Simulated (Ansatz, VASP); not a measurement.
**Two plane-wave programs on Si**

The input INCAR:

```
SYSTEM = Si
PREC = Accurate
ENCUT = 520
EDIFF = 1E-7
ISMEAR = -1
SIGMA = 0.05
LREAL = .False.
LASPH = .True.
NELM = 60
ALGO = Normal
ISIF = 2
LWAVE = .False.
LCHARG = .True.
LELF = .True.
LVHAR = .True.
NBANDS = 16
```

The input KPOINTS:

```
regular mesh
0
Gamma
  8 8 4
  0 0 0
```

Contents of POSCAR:

```
Si
1.0
    3.8056031457      0.0000000000      0.0000000000
   -1.9028015729      3.2957490010      0.0000000000
    0.0000000000      0.0000000000      6.2901199008
Si
4
Direct
    0.6666666667      0.3333333333      0.9369905000
    0.3333333333      0.6666666667      0.4369905000
    0.6666666667      0.3333333333      0.5630095000
    0.3333333333      0.6666666667      0.0630095000
```

input.yaml

```yaml
crystal:
  lattice:
    - [3.8056031457, 0.0, 0.0]
    - [-1.9028015729, 3.295749001, 0.0]
    - [0.0, 0.0, 6.2901199008]
  atoms:
    - { symbol: Si, position: [0.6666666667, 0.3333333333, 0.9369905] }
    - { symbol: Si, position: [0.3333333333, 0.6666666667, 0.4369905] }
    - { symbol: Si, position: [0.6666666667, 0.3333333333, 0.5630095] }
    - { symbol: Si, position: [0.3333333333, 0.6666666667, 0.0630095] }
hamiltonian:
  xc: lda
  pseudopotentials: { kind: paw }
kpoints:
  mp_grid: { grid: [8, 8, 4] }
scf:
  occupations: { method: fermi_dirac, width: 0.05 }
output:
  forces: true
  stress: true
  eigenvalues: true
```

Alike in both runs: task single point; functional LDA; k mesh 8 × 8 × 4; occupations fermi-dirac, width 0.05 eV; no spin polarisation.

```csv
,VASP,Ansatz
version,VASP 6.6.1,Ansatz 0.2.0
potentials or method,"VASP PAW LDA potentials, release 64 (Si)",Ansatz PAW
plane-wave cutoff (eV),520,420
valence electrons in the cell,16,16
```

Ansatz gave:

```
gap on the k mesh at the Fermi level (eV) : 0.27
least direct gap on the mesh (eV)         : 0.97
pressure (GPa)                            : -0.2
rms of the force components (eV/Å)        : 0.004
```

Q: Which values does VASP return?

A: gap on the k mesh at the Fermi level (eV): 0.27; least direct gap on the mesh (eV): 0.98; pressure (GPa): -0.1; rms of the force components (eV/Å): 0.004.

LDA's correlation is that of Perdew and Zunger in VASP and of Perdew and Wang (1992) in Ansatz. Atom by atom the forces differ by 0.000 eV/Å (rms over components).
